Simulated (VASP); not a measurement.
# SiS3 (Pm-3m) in VASP: relaxation of cell and atoms with r2SCAN

Aim: the relaxation of cell and atoms of SiS3 with r2SCAN.

All numbers are computed with VASP 6.6.1; they aren't measurements. Logs are shortened: lines on timing, memory, paths and dates and some standing lists are left out, and cuts for length are marked.

**1. The cell of the first run**

It takes space group Pm-3m (No. 221, cubic). Conventional cell: a = 4.080 Å, b = 4.080 Å, c = 4.080 Å, α = 90.00°, β = 90.00°, γ = 90.00°. Si (site symmetry m-3m) has 12 S at 2.89 Å within 3.8 Å. S (site symmetry 4/mmm) has 4 Si at 2.89 Å and 8 S at 2.89 Å within 3.8 Å.

**2. Relaxation of cell and atoms, r2SCAN**

Input file POSCAR:

```
SiS3
1.0
    4.0803487758      0.0000000000      0.0000000000
    0.0000000000      4.0803487758      0.0000000000
    0.0000000000      0.0000000000      4.0803487758
Si S
1 3
Direct
    0.0000000000      0.0000000000      0.0000000000
    0.0000000000      0.5000000000      0.5000000000
    0.5000000000      0.0000000000      0.5000000000
    0.5000000000      0.5000000000      0.0000000000
```

Input file INCAR.step1:

```
SYSTEM = SiS3
ALGO = Normal
EDIFF = 1E-4
ENCUT = 600
GGA = PE
ISMEAR = 0
LASPH = .TRUE.
LCHARG = .FALSE.
LREAL = .FALSE.
LWAVE = .TRUE.
NELM = 100
PREC = Accurate
SIGMA = 0.1
```

Input file INCAR.step2:

```
SYSTEM = SiS3
ALGO = Normal
EDIFF = 1E-7
EDIFFG = -0.01
ENCUT = 600
IBRION = 2
ISIF = 3
ISMEAR = 0
ISTART = 1
LASPH = .TRUE.
LCHARG = .FALSE.
LMIXTAU = .TRUE.
LREAL = .FALSE.
LWAVE = .FALSE.
METAGGA = R2SCAN
NELM = 100
NSW = 100
PREC = Accurate
SIGMA = 0.1
```

Input file KPOINTS:

```
k-points
0
G
  12 12 12
  0 0 0
```

Potentials or basis: VASP PAW PBE potentials, release 64 (Si, S).

Started as:

```console
$ cat potpaw_PBE.64/Si/POTCAR potpaw_PBE.64/S/POTCAR > POTCAR
$ cp INCAR.step1 INCAR
$ mpirun -np 1 vasp_std > vasp.out
$ cp INCAR.step2 INCAR
$ mpirun -np 1 vasp_std > vasp.out
```

OUTCAR:

```text
SYSTEM = SiS3
   EDIFF = 1E-7
   EDIFFG = -0.01
   ENCUT = 600
   IBRION = 2
   ISIF = 3
   ISMEAR = 0
   ISTART = 1
   LASPH = .TRUE.
   LREAL = .FALSE.
   METAGGA = R2SCAN
   NELM = 100
   NSW = 100
   PREC = Accurate

 ion  position               nearest neighbor table
   1  0.000  0.000  0.000-   2 2.89   3 2.89   4 2.89   2 2.89   3 2.89   2 2.89   4 2.89   2 2.89
                             3 2.89   4 2.89   3 2.89   4 2.89
   2  0.000  0.500  0.500-   1 2.89   1 2.89   1 2.89   1 2.89
   3  0.500  0.000  0.500-   1 2.89   1 2.89   1 2.89   1 2.89
   4  0.500  0.500  0.000-   1 2.89   1 2.89   1 2.89   1 2.89

  LATTYP: Found a simple cubic cell.
 ALAT       =     4.0803487758

  Lattice vectors:

 A1 = (   4.0803487758,   0.0000000000,   0.0000000000)
 A2 = (   0.0000000000,   4.0803487758,   0.0000000000)
 A3 = (   0.0000000000,   0.0000000000,   4.0803487758)

Analysis of symmetry for initial positions (statically):
=====================================================================
 Subroutine PRICEL returns:
 Original cell was already a primitive cell.

 Routine SETGRP: Setting up the symmetry group for a
 simple cubic supercell.

 Subroutine GETGRP returns: Found 48 space group operations
 (whereof 48 operations were pure point group operations)
 out of a pool of 48 trial point group operations.

The static configuration has the point symmetry O_h .

Analysis of symmetry for dynamics (positions and initial velocities):
=====================================================================
 Subroutine PRICEL returns:
 Original cell was already a primitive cell.

 Routine SETGRP: Setting up the symmetry group for a
 simple cubic supercell.

 Subroutine GETGRP returns: Found 48 space group operations
 (whereof 48 operations were pure point group operations)
 out of a pool of 48 trial point group operations.

The dynamic configuration has the point symmetry O_h .

 Subroutine INISYM returns: Found 48 space group operations
 (whereof 48 operations are pure point group operations),
 and found     1 'primitive' translations

----------------------------------------------------------------------------------------

                                     Primitive cell

  volume of cell :      67.9347

  direct lattice vectors                    reciprocal lattice vectors
     4.080348776  0.000000000  0.000000000     0.245077089  0.000000000  0.000000000
     0.000000000  4.080348776  0.000000000     0.000000000  0.245077089  0.000000000
     0.000000000  0.000000000  4.080348776     0.000000000  0.000000000  0.245077089

  length of vectors
     4.080348776  4.080348776  4.080348776     0.245077089  0.245077089  0.245077089

  position of ions in fractional coordinates (direct lattice)
     0.000000000  0.000000000  0.000000000
     0.000000000  0.500000000  0.500000000
     0.500000000  0.000000000  0.500000000
     0.500000000  0.500000000  0.000000000

  ion indices of the primitive-cell ions
   primitive index   ion index
                 1           1
                 2           2
                 3           3
                 4           4

----------------------------------------------------------------------------------------

 KPOINTS: k-points

Automatic generation of k-mesh.
 Grid dimensions read from file:
 generate k-points for:   12   12   12

 Generating k-lattice:

  Cartesian coordinates                     Fractional coordinates (reciprocal lattice)
     0.020423091  0.000000000  0.000000000     0.083333333  0.000000000  0.000000000
     0.000000000  0.020423091  0.000000000     0.000000000  0.083333333  0.000000000
[... 71 lines left out ...]
   EMIN   =  10.00;   EMAX   =-10.00  energy-range for DOS
   EFERMI =   0.00;   METHOD = LEGACY
   ISMEAR =     0;   SIGMA  =   0.10  broadening in eV -4-tet -1-fermi 0-gaus
   EFERMI_NEDOS =   21; number of points for ismear=-14 and -15
   IALGO  =     38    algorithm
   IMIX   =      4    mixing-type and parameters
     AMIX     =   0.40;   BMIX     =  1.00
     AMIX_MAG =   1.60;   BMIX_MAG =  1.00
  volume/ion in A,a.u.               =      16.98       114.61
  Fermi-wavevector in a.u.,A,eV,Ry     =   1.124221  2.124470 17.196040  1.263873
  Thomas-Fermi vector in A             =   2.260892
   LORBIT       =      0    0 simple, 1 ext, 2 COOP (PROOUT), +10 PAW based schemes
   METAGGA = R2SCAN    functional components
   LHFCALC =     F    Hartree Fock is set to
   AEXX    =    0.0000 exact exchange contribution
   IVDW    =     0    specifies the selected vdW correction
   LEPSILON=     F    determine dielectric tensor
   LRPA    =     F    only Hartree local field effects (RPA)
 conjugate gradient relaxation of ions
 non-spin polarized calculation
 Gauss-broadening in eV      SIGMA  =   0.10
  energy-cutoff  :      600.00
  volume of cell :       67.93
 maximum number of plane-waves:      2301
 NGX is ok and might be reduce to    36
   NGX = 17   NGY = 17   NGZ = 17

--------------------------------------- Ionic step        1  -------------------------------------------

 number of electron      21.9999996 magnetization

 Free energy of the ion-electron system (eV)
  ---------------------------------------------------
  ext. energy  EPLUGINS =         0.00000000
  ---------------------------------------------------
  free energy    TOTEN  =       -28.18505684 eV

  energy without entropy =      -28.17400219  energy(sigma->0) =      -28.17952951

------------------------ aborting loop because EDIFF is reached ----------------------------------------

  FORCE on cell =-STRESS in cart. coord.  units (eV):
  Direction    XX          YY          ZZ          XY          YZ          ZX
  --------------------------------------------------------------------------------------
  -------------------------------------------------------------------------------------
  Total       -0.5671916     -0.5671916     -0.5671916     -0.0000000     -0.0000000      0.0000000
  in kB      -13.3766857    -13.3766857    -13.3766857     -0.0000000     -0.0000000      0.0000000
  external PRESSURE =     -13.3766857 kB  Pullay stress =       0.0000000 kB

 VOLUME and BASIS-vectors are now :
 -----------------------------------------------------------------------------
  energy-cutoff  :      600.00
  volume of cell :       67.93
      direct lattice vectors                 reciprocal lattice vectors
     4.080348776  0.000000000  0.000000000     0.245077089  0.000000000  0.000000000
     0.000000000  4.080348776  0.000000000     0.000000000  0.245077089  0.000000000
     0.000000000  0.000000000  4.080348776     0.000000000  0.000000000  0.245077089

 POSITION                                       TOTAL-FORCE (eV/Angst)
 -----------------------------------------------------------------------------------
      0.00000      0.00000      0.00000         0.000000      0.000000      0.000000
      0.00000      2.04017      2.04017         0.000000      0.000000      0.000000
      2.04017      0.00000      2.04017         0.000000      0.000000      0.000000
      2.04017      2.04017      0.00000         0.000000      0.000000      0.000000
 -----------------------------------------------------------------------------------
    total drift:                               -0.000000      0.000000      0.000000

  FREE ENERGIE OF THE ION-ELECTRON SYSTEM (eV)
  ---------------------------------------------------
  free  energy   TOTEN  =       -28.1850568375 eV

  energy  without entropy=      -28.1740021912  energy(sigma->0) =      -28.17952951

--------------------------------------- Ionic step        2  -------------------------------------------

 number of electron      21.9999995 magnetization

 Free energy of the ion-electron system (eV)
  ---------------------------------------------------
  ext. energy  EPLUGINS =         0.00000000
  ---------------------------------------------------
  free energy    TOTEN  =       -28.19112331 eV

  energy without entropy =      -28.18055960  energy(sigma->0) =      -28.18584145

 E-fermi :   7.2575     XC(G=0): -11.4393

 val. band max:        7.2483117125   @ k =   0.2500   0.2500   0.0833
 cond. band min:       7.2661752800   @ k =   0.1667   0.0833   0.0000
 fundamental gap:      0.0178635675
 Fermi energy:         7.2575176840

 k-point     1 :       0.0000    0.0000    0.0000
  band No.  band energies     occupation
      1      -9.5152      2.00000
      2      -4.3980      2.00000
      3      -4.3980      2.00000
      4       0.9747      2.00000
      5       0.9747      2.00000
      6       0.9747      2.00000
      7       1.7204      2.00000
      8       6.0828      2.00000
      9       6.0828      2.00000
     10       6.0828      2.00000
     11       7.6660      0.00000
     12       7.6660      0.00000
     13       7.6660      0.00000
     14      12.6804      0.00000
[... 401 lines left out ...]
      2      -6.3887      2.00000
      3      -5.4417      2.00000
      4      -1.3880      2.00000
      5       2.4574      2.00000
      6       3.0686      2.00000
      7       3.4507      2.00000
      8       4.3163      2.00000
      9       4.3614      2.00000
     10       5.6806      2.00000
     11       6.3739      2.00000
     12       7.5539      0.00003
     13       8.2219      0.00000
     14       8.3689      0.00000
     15      10.4275      0.00000

 [... further k-points ...]
[... 5 lines left out ...]
  --------------------------------------------------------------------------------------
  -------------------------------------------------------------------------------------
  Total       -0.0126037     -0.0126037     -0.0126037     -0.0000000      0.0000000     -0.0000000
  in kB       -0.3034304     -0.3034304     -0.3034304     -0.0000000      0.0000000     -0.0000000
  external PRESSURE =      -0.3034304 kB  Pullay stress =       0.0000000 kB

 VOLUME and BASIS-vectors are now :
 -----------------------------------------------------------------------------
  energy-cutoff  :      600.00
  volume of cell :       66.55
      direct lattice vectors                 reciprocal lattice vectors
     4.052436304 -0.000000000  0.000000000     0.246765137  0.000000000  0.000000000
    -0.000000000  4.052436304  0.000000000     0.000000000  0.246765137  0.000000000
    -0.000000000 -0.000000000  4.052436304    -0.000000000 -0.000000000  0.246765137

 POSITION                                       TOTAL-FORCE (eV/Angst)
 -----------------------------------------------------------------------------------
      0.00000      0.00000      0.00000         0.000000      0.000000      0.000000
     -0.00000      2.02622      2.02622        -0.000000      0.000000      0.000000
      2.02622     -0.00000      2.02622         0.000000     -0.000000      0.000000
      2.02622      2.02622      0.00000        -0.000000      0.000000      0.000000
 -----------------------------------------------------------------------------------
    total drift:                                0.000000      0.000000      0.000000

  FREE ENERGIE OF THE ION-ELECTRON SYSTEM (eV)
  ---------------------------------------------------
  free  energy   TOTEN  =       -28.1911233087 eV

  energy  without entropy=      -28.1805595951  energy(sigma->0) =      -28.18584145

 reached required accuracy - stopping structural energy minimisation
```

Wall time 15 min (1 thread of Intel Xeon 8259CL, shared host); peak memory 0.27 GiB.

Results:

| Quantity | Value |
| --- | --- |
| Free energy | -28.1911 eV |
| Relaxed volume | 16.64 Å³/atom |
| Relaxed cell | a = 4.052 Å, b = 4.052 Å, c = 4.052 Å, α = 90.00°, β = 90.00°, γ = 90.00° |
| Space group after relaxing (to 0.1 Å) | Pm-3m (No. 221) |
| Energy gained by relaxing | 1.5 meV/atom |
| Ionic steps | 2 |
| Pressure after relaxing | 0.0 GPa |
| Band gap on the k mesh | zero (bands 11 and 12 overlap by 1.89 eV) |

Step by step:
```
step  energy change (eV)  largest force (eV/Å)  pressure (GPa)  volume (Å³)
   1              0.0000                0.0000           -1.34        67.93
   2             -0.0061                0.0000           -0.03        66.55
```

Final structure:
```yaml
crystal:
  lattice:
    - [4.05244, 0.00000, 0.00000]
    - [0.00000, 4.05244, 0.00000]
    - [0.00000, 0.00000, 4.05244]
  atoms:
    - { symbol: Si, position: [0.00000, 0.00000, 0.00000] }
    - { symbol: S, position: [0.00000, 0.50000, 0.50000] }
    - { symbol: S, position: [0.50000, 0.00000, 0.50000] }
    - { symbol: S, position: [0.50000, 0.50000, 0.00000] }
```

Caveat: the PAW data sets were made with another functional, which shifts forces and pressure a little.
